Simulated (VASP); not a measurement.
# Ru (P6_3/mmc) in VASP: further runs, part 2 of 2

VASP 6.6.1.

## Step 4: Single point, LDA (volume scaled by 1.04)

File INCAR:

```
SYSTEM = Ru
ALGO     = Fast           ! electronic algorithm
EDIFF    = 1E-7           ! SCF threshold, eV
ENCUT    = 520            ! plane-wave cutoff, eV
GGA      = CA             ! functional
ISIF     = 2              ! what is computed and relaxed
ISMEAR   = -1             ! smearing method
LASPH    = .TRUE.         ! aspherical terms in the spheres
LCHARG   = .TRUE.         ! write CHGCAR
LELF     = .TRUE.         ! ELF
LREAL    = .FALSE.        ! projectors in reciprocal space
LVHAR    = .TRUE.       
LWAVE    = .FALSE.        ! write WAVECAR
NBANDS   = 21             ! bands
NELM     = 60             ! most SCF steps
PREC     = Accurate       ! precision mode
SIGMA    = 0.05           ! smearing width, eV
```

File KPOINTS:

```
k-points
0
G
  11 11 6
  0 0 0
```

File POSCAR:

```
Ru
1.0
    2.7414067149      0.0000000000      0.0000000000
   -1.3707033574      2.3741278572      0.0000000000
    0.0000000000      0.0000000000      4.3382472512
Ru
2
Direct
    0.6666666667      0.3333333333      0.7500000000
    0.3333333333      0.6666666667      0.2500000000
```

Potentials or basis: VASP PAW LDA potentials, release 64 (Ru_pv).

Command:

```sh
> cat potpaw_LDA.64/Ru_pv/POTCAR > POTCAR
> mpirun -np 1 vasp_std > vasp.out
```

OUTCAR:

```text
SYSTEM = Ru
   EDIFF = 1E-7
   ENCUT = 520
   GGA = CA
   ISIF = 2
   ISMEAR = -1
   LASPH = .TRUE.
   LREAL = .FALSE.
   NELM = 60
   PREC = Accurate

 ion  position               nearest neighbor table
   1  0.667  0.333  0.750-   2 2.69   2 2.69   2 2.69   2 2.69   2 2.69   2 2.69
   2  0.333  0.667  0.250-   1 2.69   1 2.69   1 2.69   1 2.69   1 2.69   1 2.69

  LATTYP: Found a hexagonal cell.
 ALAT       =     2.7414067149
 C/A-ratio  =     1.5824894670

  Lattice vectors:

 A1 = (   2.7414067149,   0.0000000000,   0.0000000000)
 A2 = (  -1.3707033574,   2.3741278572,   0.0000000000)
 A3 = (   0.0000000000,   0.0000000000,   4.3382472512)

Analysis of symmetry for initial positions (statically):
=====================================================================
 Subroutine PRICEL returns:
 Original cell was already a primitive cell.

 Routine SETGRP: Setting up the symmetry group for a
 hexagonal supercell.

 Subroutine GETGRP returns: Found 24 space group operations
 (whereof 12 operations were pure point group operations)
 out of a pool of 24 trial point group operations.

The static configuration has the point symmetry D_3d.
 The point group associated with its full space group is D_6h.

Analysis of symmetry for dynamics (positions and initial velocities):
=====================================================================
 Subroutine PRICEL returns:
 Original cell was already a primitive cell.

 Routine SETGRP: Setting up the symmetry group for a
 hexagonal supercell.

 Subroutine GETGRP returns: Found 24 space group operations
 (whereof 12 operations were pure point group operations)
 out of a pool of 24 trial point group operations.

The dynamic configuration has the point symmetry D_3d.
 The point group associated with its full space group is D_6h.

 Subroutine INISYM returns: Found 24 space group operations
 (whereof 12 operations are pure point group operations),
 and found     1 'primitive' translations

----------------------------------------------------------------------------------------

                                     Primitive cell

  volume of cell :      28.2353

  direct lattice vectors                    reciprocal lattice vectors
     2.741406715  0.000000000  0.000000000     0.364776228  0.210603653  0.000000000
    -1.370703357  2.374127857  0.000000000     0.000000000  0.421207306  0.000000000
     0.000000000  0.000000000  4.338247251     0.000000000  0.000000000  0.230507839

  length of vectors
     2.741406715  2.741406715  4.338247251     0.421207306  0.421207306  0.230507839

  position of ions in fractional coordinates (direct lattice)
     0.666666667  0.333333333  0.750000000
     0.333333333  0.666666667  0.250000000

  ion indices of the primitive-cell ions
   primitive index   ion index
                 1           1
                 2           2

----------------------------------------------------------------------------------------

 KPOINTS: k-points

Automatic generation of k-mesh.
 Grid dimensions read from file:
 generate k-points for:   11   11    6

 Generating k-lattice:

  Cartesian coordinates                     Fractional coordinates (reciprocal lattice)
     0.033161475  0.019145787  0.000000000     0.090909091  0.000000000  0.000000000
     0.000000000  0.038291573  0.000000000     0.000000000  0.090909091  0.000000000
     0.000000000  0.000000000  0.038417973     0.000000000  0.000000000  0.166666667

  Length of vectors
     0.038291573  0.038291573  0.038417973

  Shift w.r.t. Gamma in fractional coordinates (k-lattice)
     0.000000000  0.000000000  0.000000000

 Subroutine IBZKPT returns following result:
 ===========================================

 Found     64 irreducible k-points:

 Following reciprocal coordinates:
            Coordinates               Weight
  0.000000  0.000000  0.000000      1.000000
  0.090909 -0.000000  0.000000      6.000000
  0.181818  0.000000  0.000000      6.000000
  0.272727  0.000000  0.000000      6.000000
  0.363636  0.000000  0.000000      6.000000
  0.454545  0.000000  0.000000      6.000000
[... 16 lines left out ...]
  0.090909  0.090909  0.166667     12.000000
  0.181818  0.090909  0.166667     24.000000
 [... further k-points ...]
   k-points           NKPTS =     64   k-points in BZ     NKDIM =     64   number of bands    NBANDS=     21
   number of dos      NEDOS =    301   number of ions     NIONS =      2
   total plane-waves  NPLWV =  12800
   dimension x,y,z NGX =    20 NGY =   20 NGZ =   32
   dimension x,y,z NGXF=    40 NGYF=   40 NGZF=   64
   ions per type =               2
   NGX,Y,Z   is equivalent  to a cutoff of  12.13, 12.13, 12.26 a.u.
   NGXF,Y,Z  is equivalent  to a cutoff of  24.26, 24.26, 24.53 a.u.
 SYSTEM =  Ru
   PREC   = accura    normal or accurate (medium, high low for compatibility)
   ISTART =      0    job   : 0-new  1-cont  2-samecut
   ICHARG =      2    charge: 1-file 2-atom 10-const
   ISPIN  =      1    spin polarized calculation?
   LNONCOLLINEAR =      F non collinear calculations
   LSORBIT =      F    spin-orbit coupling
   LASPH  =      T    aspherical Exc in radial PAW
   ENCUT  =  520.0 eV  38.22 Ry    6.18 a.u.   5.10  5.10  8.07*2*pi/ulx,y,z
   NELM   =     60;   NELMIN=  2; NELMDL= -5     # of ELM steps
   EDIFF  = 0.1E-06   stopping-criterion for ELM
   LREAL  =      F    real-space projection
   EDIFFG = 0.1E-05   stopping-criterion for IOM
   NSW    =      0    number of steps for IOM
   IBRION =     -1    ionic relax: 0-MD 1-quasi-New 2-CG
   NFREE  =      0    steps in history (QN), initial steepest desc. (CG)
   ISIF   =      2    stress and relaxation
   ISYM   =      2    0-nonsym 1-usesym 2-fastsym
   POTIM  = 0.5000    time-step for ionic-motion
   TEBEG  =    0.0;   TEEND  =   0.0 temperature during run
   PSTRESS=    0.0 pullay stress
   NELECT =      28.0000    total number of electrons
   NUPDOWN=      -1.0000    fix difference up-down
   EMIN   =  10.00;   EMAX   =-10.00  energy-range for DOS
   EFERMI =   0.00;   METHOD = LEGACY
   ISMEAR =    -1;   SIGMA  =   0.05  broadening in eV -4-tet -1-fermi 0-gaus
   EFERMI_NEDOS =   21; number of points for ismear=-14 and -15
   IALGO  =     68    algorithm
   IMIX   =      4    mixing-type and parameters
     AMIX     =   0.40;   BMIX     =  1.00
     AMIX_MAG =   1.60;   BMIX_MAG =  1.00
  volume/ion in A,a.u.               =      14.12        95.27
  Fermi-wavevector in a.u.,A,eV,Ry     =   1.632539  3.085051 36.262022  2.665183
  Thomas-Fermi vector in A             =   2.724493
   LORBIT       =      0    0 simple, 1 ext, 2 COOP (PROOUT), +10 PAW based schemes
   GGA     = CA    functional components
   LHFCALC =     F    Hartree Fock is set to
   AEXX    =    0.0000 exact exchange contribution
   IVDW    =     0    specifies the selected vdW correction
   LEPSILON=     F    determine dielectric tensor
   LRPA    =     F    only Hartree local field effects (RPA)
 non-spin polarized calculation
 RMM-DIIS sequential band-by-band and
  energy-cutoff  :      520.00
  volume of cell :       28.24
 maximum number of plane-waves:       776
   NGX = 11   NGY = 11   NGZ = 17

 number of electron      28.0000011 magnetization

 Free energy of the ion-electron system (eV)
  ---------------------------------------------------
  ext. energy  EPLUGINS =         0.00000000
  ---------------------------------------------------
  free energy    TOTEN  =       -21.23854270 eV

  energy without entropy =      -21.22079641  energy(sigma->0) =      -21.22966955

 E-fermi :  11.9166     XC(G=0): -14.1436

 val. band max:       11.8983616467   @ k =   0.2727   0.0000   0.0000
 cond. band min:      11.9168447329   @ k =   0.3636   0.0000   0.3333
 fundamental gap:      0.0184830861
 Fermi energy:        11.9165678459

 k-point     1 :       0.0000    0.0000    0.0000
  band No.  band energies     occupation
      1     -31.3332      2.00000
      2     -30.4978      2.00000
      3     -30.4978      2.00000
      4     -30.3447      2.00000
      5     -30.3447      2.00000
      6     -30.3109      2.00000
[... 13 lines left out ...]
     20      21.9992      0.00000
     21      22.0200      0.00000

 k-point     2 :       0.0909   -0.0000    0.0000
  band No.  band energies     occupation
      1     -31.3081      2.00000
      2     -30.5505      2.00000
      3     -30.5156      2.00000
      4     -30.3997      2.00000
      5     -30.3521      2.00000
      6     -30.3227      2.00000
[... 520 lines left out ...]
 k-point    24 :       0.1818    0.0909    0.1667
  band No.  band energies     occupation
      1     -31.1472      2.00000
      2     -30.7600      2.00000
      3     -30.7172      2.00000
      4     -30.5798      2.00000
      5     -30.4274      2.00000
      6     -30.4000      2.00000
[... 13 lines left out ...]
     20      21.9992      0.00000
     21      23.2567      0.00000

 [... further k-points ...]
[... 5 lines left out ...]
  --------------------------------------------------------------------------------------
  -------------------------------------------------------------------------------------
  Total       -3.8702729     -3.8702729     -4.1297484     -0.0000000     -0.0000000     -0.0000000
  in kB     -219.6141381   -219.6141381   -234.3377758     -0.0000000     -0.0000000     -0.0000000
  external PRESSURE =    -224.5220173 kB  Pullay stress =       0.0000000 kB

 VOLUME and BASIS-vectors are now :
 -----------------------------------------------------------------------------
  energy-cutoff  :      520.00
  volume of cell :       28.24
      direct lattice vectors                 reciprocal lattice vectors
     2.741406715  0.000000000  0.000000000     0.364776228  0.210603653  0.000000000
    -1.370703357  2.374127857  0.000000000     0.000000000  0.421207306  0.000000000
     0.000000000  0.000000000  4.338247251     0.000000000  0.000000000  0.230507839

 POSITION                                       TOTAL-FORCE (eV/Angst)
 -----------------------------------------------------------------------------------
      1.37070      0.79138      3.25369        -0.000000      0.000000      0.000000
     -0.00000      1.58275      1.08456         0.000000      0.000000      0.000000
 -----------------------------------------------------------------------------------
    total drift:                                0.000000     -0.000000      0.000000

  FREE ENERGIE OF THE ION-ELECTRON SYSTEM (eV)
  ---------------------------------------------------
  free  energy   TOTEN  =       -21.2385427016 eV

  energy  without entropy=      -21.2207964067  energy(sigma->0) =      -21.22966955
```

Wall time 21 s (1 thread of Intel Xeon 6975P-C (Granite Rapids), shared host); peak memory 0.14 GiB.

Results:

| Item | Value |
| --- | --- |
| Free energy | -21.2385 eV |
| Pressure | -22.5 GPa |
| Band gap on the k mesh | zero (band 14 reaches 13.39 eV, above the bottom of band 15 at 10.49 eV) |

Levels at points of the mesh, in eV from the Fermi level:
```tsv
k point	band 12	band 13	band 14	band 15	band 16	band 17
(0.00, 0.00, 0.00)	-1.75	-1.75	-1.25	-1.25	1.19	1.19
(0.00, 0.00, 0.50)	-2.55	-2.54	-2.54	0.58	0.58	0.58
```

## Step 5: Overview

```csv
level,potentials or basis,cell,further INCAR settings,gap on the mesh (eV),pressure (GPa)
LDA,"VASP PAW LDA potentials, release 64 (Ru_pv)","a = 2.724, b = 2.724, c = 4.310 Å, angles 90.0, 90.0, 120.0°, 2 atoms",ALGO = Fast; EDIFF = 1e-06; NBANDS = 21,none,-17.4
PBEsol,"VASP PAW PBE potentials, release 64 (Ru_pv)","a = 2.724, b = 2.724, c = 4.310 Å, angles 90.0, 90.0, 120.0°, 2 atoms",ALGO = Fast; EDIFF = 1e-06; NBANDS = 21,none,-12.3
LDA,"VASP PAW LDA potentials, release 64 (Ru_pv)","a = 2.741, b = 2.741, c = 4.338 Å, angles 90.0, 90.0, 120.0°, 2 atoms",ALGO = Fast; EDIFF = 1e-07; NBANDS = 21,none,-22.5
```

Alike in all rows: task single point; no spin polarisation; k mesh 11 × 11 × 6; cutoff (eV) 520; smearing fermi-dirac 0.05 eV.

Caveats: the PAW data sets were made with another functional, which shifts forces and pressure a little (some runs).

Total energies depend on the potentials used, so only differences within one code and one set of settings carry meaning.
